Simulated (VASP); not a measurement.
# KF (Fm-3m) in VASP: further runs

KF is run at these levels: PBEsol; tasks: elastic constants.

All numbers are computed with VASP 6.6.1; they aren't measurements. Logs are shortened: lines on timing, memory, paths and dates and some standing lists are left out, and cuts for length are marked.

**1. The cell of the first run**

It takes space group Fm-3m (No. 225, cubic). The conventional cell has a = 4.984 Å, b = 4.984 Å, c = 4.984 Å, α = 90.00°, β = 90.00°, γ = 90.00°. K (site symmetry m-3m) has 6 F at 2.49 Å within 3.3 Å. F (site symmetry m-3m) has 6 K at 2.49 Å within 3.3 Å.

**2. Elastic constants, PBEsol**

Contents of INCAR:

```
  ALGO = Normal
  EDIFF = 1E-8
  ENCUT = 600
  GGA = PS
  IBRION = 6
  ISIF = 3
  ISMEAR = 0
  LASPH = True
  LCHARG = False
  LREAL = False
  LWAVE = False
  NBANDS = 15
  NELM = 80
  NFREE = 2
  NSW = 1
  POTIM = 0.015
  PREC = Accurate
  SIGMA = 0.01
```

Contents of KPOINTS:

```
k-points
0
Gamma
  8 8 8
```

Contents of POSCAR:

```
KF
1.0
    0.0000000000      2.4918027870      2.4918027870
    2.4918027870      0.0000000000      2.4918027870
    2.4918027870      2.4918027870      0.0000000000
K F
1 1
Direct
    0.0000000000      0.0000000000      0.0000000000
    0.5000000000      0.5000000000      0.5000000000
```

Potentials or basis: VASP PAW PBE potentials, release 64 (K_sv, F).

On the command line:

```bash
cat potpaw_PBE.64/K_sv/POTCAR potpaw_PBE.64/F/POTCAR > POTCAR
mpirun -np 1 vasp_std > vasp.out
```

OUTCAR:

```text
EDIFF = 1E-8
   ENCUT = 600
   GGA = PS
   IBRION = 6
   ISIF = 3
   ISMEAR = 0
   LASPH = True
   LREAL = False
   NELM = 80
   NFREE = 2
   NSW = 1
   POTIM = 0.015
   PREC = Accurate

 ion  position               nearest neighbor table
   1  0.000  0.000  0.000-   2 2.49   2 2.49   2 2.49   2 2.49   2 2.49   2 2.49
   2  0.500  0.500  0.500-   1 2.49   1 2.49   1 2.49   1 2.49   1 2.49   1 2.49

  LATTYP: Found a face centered cubic cell.
 ALAT       =     4.9836055740

  Lattice vectors:

 A1 = (   0.0000000000,   2.4918027870,   2.4918027870)
 A2 = (   2.4918027870,   0.0000000000,   2.4918027870)
 A3 = (   2.4918027870,   2.4918027870,   0.0000000000)

Analysis of symmetry for initial positions (statically):
=====================================================================
 Subroutine PRICEL returns:
 Original cell was already a primitive cell.

 Routine SETGRP: Setting up the symmetry group for a
 face centered cubic supercell.

 Subroutine GETGRP returns: Found 48 space group operations
 (whereof 48 operations were pure point group operations)
 out of a pool of 48 trial point group operations.

The static configuration has the point symmetry O_h .

Analysis of symmetry for dynamics (positions and initial velocities):
=====================================================================
 Subroutine PRICEL returns:
 Original cell was already a primitive cell.

 Routine SETGRP: Setting up the symmetry group for a
 face centered cubic supercell.

 Subroutine GETGRP returns: Found 48 space group operations
 (whereof 48 operations were pure point group operations)
 out of a pool of 48 trial point group operations.

The dynamic configuration has the point symmetry O_h .

 Subroutine INISYM returns: Found 48 space group operations
 (whereof 48 operations are pure point group operations),
 and found     1 'primitive' translations

----------------------------------------------------------------------------------------

                                     Primitive cell

  volume of cell :      30.9436

  direct lattice vectors                    reciprocal lattice vectors
     0.000000000  2.491802787  2.491802787    -0.200657934  0.200657934  0.200657934
     2.491802787  0.000000000  2.491802787     0.200657934 -0.200657934  0.200657934
     2.491802787  2.491802787  0.000000000     0.200657934  0.200657934 -0.200657934

  length of vectors
     3.523941296  3.523941296  3.523941296     0.347549737  0.347549737  0.347549737

  position of ions in fractional coordinates (direct lattice)
     0.000000000  0.000000000  0.000000000
     0.500000000  0.500000000  0.500000000

  ion indices of the primitive-cell ions
   primitive index   ion index
                 1           1
                 2           2

----------------------------------------------------------------------------------------

 KPOINTS: k-points

Automatic generation of k-mesh.
 Grid dimensions read from file:
 generate k-points for:    8    8    8

 Generating k-lattice:

  Cartesian coordinates                     Fractional coordinates (reciprocal lattice)
    -0.025082242  0.025082242  0.025082242     0.125000000  0.000000000  0.000000000
[... 112 lines left out ...]
  FORCE on cell =-STRESS in cart. coord.  units (eV):
  Direction    XX          YY          ZZ          XY          YZ          ZX
  --------------------------------------------------------------------------------------
  -------------------------------------------------------------------------------------
  Total        1.9930310      1.9930310      1.9930310      0.0000000     -0.0000000      0.0000000
  in kB      103.1938084    103.1938084    103.1938084      0.0000000     -0.0000000      0.0000000
  external PRESSURE =     103.1938084 kB  Pullay stress =       0.0000000 kB
[... 89 lines left out ...]
  FREE ENERGIE OF THE ION-ELECTRON SYSTEM (eV)
  ---------------------------------------------------
  free  energy   TOTEN  =        -8.3058141128 eV

  energy  without entropy=       -8.3058141128  energy(sigma->0) =       -8.30581411

[... ionic steps 4 to 14 ...]

--------------------------------------- Ionic step       15  -------------------------------------------

 number of electron      15.9999997 magnetization

------------------------ aborting loop because EDIFF is reached ----------------------------------------
[... 67 lines left out ...]
--------------------------------------- Ionic step       17  -------------------------------------------

 number of electron      16.0000000 magnetization

 Free energy of the ion-electron system (eV)
  ---------------------------------------------------
  ext. energy  EPLUGINS =         0.00000000
  ---------------------------------------------------
  free energy    TOTEN  =        -8.33943958 eV

  energy without entropy =       -8.33943958  energy(sigma->0) =       -8.33943958

 E-fermi :  -2.0684     XC(G=0):  -9.6636

 val. band max:       -2.2209050638   @ k =   0.5000   0.5000   0.0000
 cond. band min:       4.9681159359   @ k =   0.0000   0.0000   0.0000
 fundamental gap:      7.1890209997
 Fermi energy:        -2.0684138057

 k-point     1 :       0.0000    0.0000    0.0000
  band No.  band energies     occupation
      1     -27.7413      2.00000
      2     -20.8740      2.00000
      3     -10.8136      2.00000
      4     -10.8135      2.00000
      5     -10.8135      2.00000
      6      -2.2466      2.00000
      7      -2.2466      2.00000
      8      -2.2464      2.00000
      9       4.9681      0.00000
     10       8.8873      0.00000
     11       8.8878      0.00000
     12       8.8878      0.00000
     13      10.8861      0.00000
     14      10.8871      0.00000
[... 401 lines left out ...]
      2     -21.1156      2.00000
      3     -11.3802      2.00000
      4     -11.2380      2.00000
      5     -10.9172      2.00000
      6      -3.0108      2.00000
      7      -2.6269      2.00000
      8      -2.5573      2.00000
      9       7.8320      0.00000
     10       8.6874      0.00000
     11      10.6575      0.00000
     12      11.5697      0.00000
     13      13.1455      0.00000
     14      14.5578      0.00000
     15      15.2796      0.00000

 [... further k-points ...]

------------------------ aborting loop because EDIFF is reached ----------------------------------------

  FORCE on cell =-STRESS in cart. coord.  units (eV):
  Direction    XX          YY          ZZ          XY          YZ          ZX
  --------------------------------------------------------------------------------------
  -------------------------------------------------------------------------------------
  Total        1.9985158      1.9925803      1.9925803      0.0000000      0.0000000      0.0000000
  in kB      103.4777954    103.1704719    103.1704719      0.0000000      0.0000000      0.0000000
  external PRESSURE =     103.2729131 kB  Pullay stress =       0.0000000 kB
[... 17 lines left out ...]
  FREE ENERGIE OF THE ION-ELECTRON SYSTEM (eV)
  ---------------------------------------------------
  free  energy   TOTEN  =        -8.3394395844 eV

  energy  without entropy=       -8.3394395844  energy(sigma->0) =       -8.33943958

 INTERNAL STRAIN TENSORS FROM STRAINED CELLS
 ============================================

 INTERNAL STRAIN TENSOR FOR ION    1 for displacements in x,y,z  (eV/Angst):
          X           Y           Z          XY          YZ          ZX
  --------------------------------------------------------------------------------
  x     0.00000     0.00000     0.00000     0.00000     0.00000    -0.00000
  y     0.00000     0.00000     0.00000    -0.00000     0.00000    -0.00000
  z    -0.00000    -0.00000     0.00000     0.00000     0.00000    -0.00000

 INTERNAL STRAIN TENSORS FROM DISPLACED ATOMS
 ============================================

 INTERNAL STRAIN TENSOR FOR ION    1 for displacements in x,y,z  (eV/Angst):
          X           Y           Z          XY          YZ          ZX
  --------------------------------------------------------------------------------
  x     0.00000     0.00000     0.00000     0.00000     0.00000     0.00000
  y     0.00000     0.00000     0.00000     0.00000     0.00000     0.00000
  z     0.00000     0.00000     0.00000     0.00000     0.00000     0.00000

 INTERNAL STRAIN TENSOR FOR ION    2 for displacements in x,y,z  (eV/Angst):
          X           Y           Z          XY          YZ          ZX
  --------------------------------------------------------------------------------
  x     0.00000     0.00000     0.00000     0.00000     0.00000     0.00000
  y     0.00000     0.00000     0.00000     0.00000     0.00000     0.00000
  z     0.00000     0.00000     0.00000     0.00000     0.00000     0.00000

 Eigenvectors and eigenvalues of the dynamical matrix
 ----------------------------------------------------

   1 f  =    8.402452 THz    52.794164 2PiTHz  280.275633 cm-1    34.749734 meV
             X         Y         Z           dx          dy          dz
      0.000000  0.000000  0.000000    -0.572498    0.000000    0.000000
      2.491803  2.491803  2.491803     0.819906    0.000000    0.000000
[... 21 lines left out ...]
   6 f/i=    0.006657 THz     0.041828 2PiTHz    0.222057 cm-1     0.027532 meV
             X         Y         Z           dx          dy          dz
      0.000000  0.000000  0.000000     0.000000    0.000000    0.819906
      2.491803  2.491803  2.491803     0.000000    0.000000    0.572498

--------------------------------------------------------------------------------------------------------

 ELASTIC MODULI CONTR FROM IONIC RELAXATION (kBar)
 Direction    XX          YY          ZZ          XY          YZ          ZX
 --------------------------------------------------------------------------------
 XX           0.0000      0.0000      0.0000      0.0000      0.0000      0.0000
 YY           0.0000      0.0000      0.0000      0.0000      0.0000      0.0000
 ZZ           0.0000      0.0000      0.0000      0.0000      0.0000      0.0000
 XY           0.0000      0.0000      0.0000      0.0000      0.0000      0.0000
 YZ           0.0000      0.0000      0.0000      0.0000      0.0000      0.0000
 ZX           0.0000      0.0000      0.0000      0.0000      0.0000      0.0000
 --------------------------------------------------------------------------------

 TOTAL ELASTIC MODULI (kBar)
 Direction    XX          YY          ZZ          XY          YZ          ZX
 --------------------------------------------------------------------------------
 XX        1699.7683    195.2009    195.2009     -0.0000      0.0000     -0.0000
 YY         195.2009   1699.7683    195.2009      0.0000      0.0000     -0.0000
 ZZ         195.2009    195.2009   1699.7683      0.0000      0.0000      0.0000
 XY          -0.0000      0.0000      0.0000     70.8320     -0.0000      0.0000
 YZ           0.0000      0.0000      0.0000     -0.0000     70.8320     -0.0000
 ZX          -0.0000     -0.0000      0.0000      0.0000     -0.0000     70.8320
 --------------------------------------------------------------------------------
```

Wall time 21 min (1 thread of Oxide Virtual Turin-like, shared host); peak memory 0.25 GiB.

What came out:

- Elastic constants C11, C12, C44: 170, 20, 7 GPa
- Voigt bulk modulus: 70 GPa
- Highest phonon frequency at Γ, LO-TO splitting left out: 280 cm⁻¹

Phonon frequencies in cm⁻¹ (negative: imaginary):
```csv
q point,frequencies
"(0.000, 0.000, 0.000)",0 0 0 280 280 280
```

Elastic tensor in Voigt notation (GPa, in the Cartesian axes of the cell as first typed):
```
170  20  20   0   0   0
 20 170  20   0   0   0
 20  20 170   0   0   0
  0   0   0   7   0   0
  0   0   0   0   7   0
  0   0   0   0   0   7
```

Clamped-ion elastic tensor (GPa):
```
170  20  20   0   0   0
 20 170  20   0   0   0
 20  20 170   0   0   0
  0   0   0   7   0   0
  0   0   0   0   7   0
  0   0   0   0   0   7
```

Caveat: the cell is under stress, which shifts elastic constants; the PAW data sets were made with another functional, which shifts forces and pressure a little.

**3. Elastic constants, PBEsol**

This run uses another cell than the first one, of 18.70 Å³/atom.

Contents of INCAR:

```
SYSTEM = KF
PREC = Accurate ; ENCUT = 600
EDIFF = 1E-8 ; ISMEAR = 0
SIGMA = 0.01 ; LREAL = .FALSE.
LASPH = .TRUE. ; NELM = 100
ALGO = Normal ; ISIF = 3
LWAVE = .FALSE. ; LCHARG = .FALSE.
GGA = PS ; NBANDS = 15
IBRION = 6 ; NFREE = 2
POTIM = 0.015 ; NSW = 1
```

Contents of KPOINTS:

```
Automatic mesh
0
G
  8 8 8
  0 0 0
```

Contents of POSCAR:

```
KF
1.0
    0.0000000000      2.6541880864      2.6541880864
    2.6541880864      0.0000000000      2.6541880864
    2.6541880864      2.6541880864      0.0000000000
K F
1 1
Direct
    0.0000000000      0.0000000000      0.0000000000
    0.5000000000      0.5000000000      0.5000000000
```

Potentials or basis: VASP PAW PBE potentials, release 64 (K_sv, F).

On the command line:

```bash
cat potpaw_PBE.64/K_sv/POTCAR potpaw_PBE.64/F/POTCAR > POTCAR
mpirun -np 1 vasp_std > vasp.out
```

Run time: 24 min. Hardware: 1 thread of Oxide Virtual Turin-like, shared host; peak memory 0.28 GiB.

Results (log left out):

```
Elastic constants C11, C12, C44                         : 71, 14, 13 GPa
Voigt bulk modulus                                      : 33 GPa
Highest phonon frequency at Γ, LO-TO splitting left out : 183 cm⁻¹
```

Phonon frequencies in cm⁻¹ (negative: imaginary):
```csv
q point,frequencies
"(0.000, 0.000, 0.000)",0 0 0 183 183 183
```

Elastic tensor in Voigt notation (GPa, in the Cartesian axes of the cell as first typed):
```
71 14 14  0  0  0
14 71 14  0  0  0
14 14 71  0  0  0
 0  0  0 13  0  0
 0  0  0  0 13  0
 0  0  0  0  0 13
```

Clamped-ion elastic tensor (GPa):
```
71 14 14  0  0  0
14 71 14  0  0  0
14 14 71  0  0  0
 0  0  0 13  0  0
 0  0  0  0 13  0
 0  0  0  0  0 13
```

Caveat: the PAW data sets were made with another functional, which shifts forces and pressure a little.
